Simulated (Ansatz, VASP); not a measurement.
One calculation of TiO2, two programs

```
Ti O
1.0
     4.62500    0.00000    0.00000
     0.00000    4.62500    0.00000
     0.00000    0.00000    2.95891
Ti O
2 4
Direct
  0.50000 0.50000 0.00000
  0.00000 0.00000 0.50000
  0.69526 0.69526 0.50000
  0.80474 0.19526 0.00000
  0.19526 0.80474 0.00000
  0.30474 0.30474 0.50000
```

Alike in both runs: task single point; functional PBE; k mesh 6 × 6 × 10; occupations gaussian, width 0.02 eV; no spin polarisation.

```csv
,VASP,Ansatz
version,VASP 6.6.1,Ansatz 0.2.0
potentials or method,"VASP PAW PBE potentials, release 64 (Ti_sv, O), cutoff 520 eV","scalar-relativistic, plane waves, PAW"
valence electrons in the cell,48,48
```

VASP gave:

- gap on the k mesh at the Fermi level (eV): 1.84
- least direct gap on the mesh (eV): 1.84
- pressure (GPa): 2.7
- traceless stress, the component that is largest in VASP (GPa): 0.21
- rms of the force components (eV/Å): 0.013

Problem. Which values does Ansatz return?

Solution. gap on the k mesh at the Fermi level (eV): 1.86; least direct gap on the mesh (eV): 1.86; pressure (GPa): 2.0; traceless stress, the component that is largest in VASP (GPa): 0.00; rms of the force components (eV/Å): 0.000.

Atom by atom the forces differ by 0.013 eV/Å (rms over components). The functional is the same, so the differences come from potentials, cutoffs and numerics.
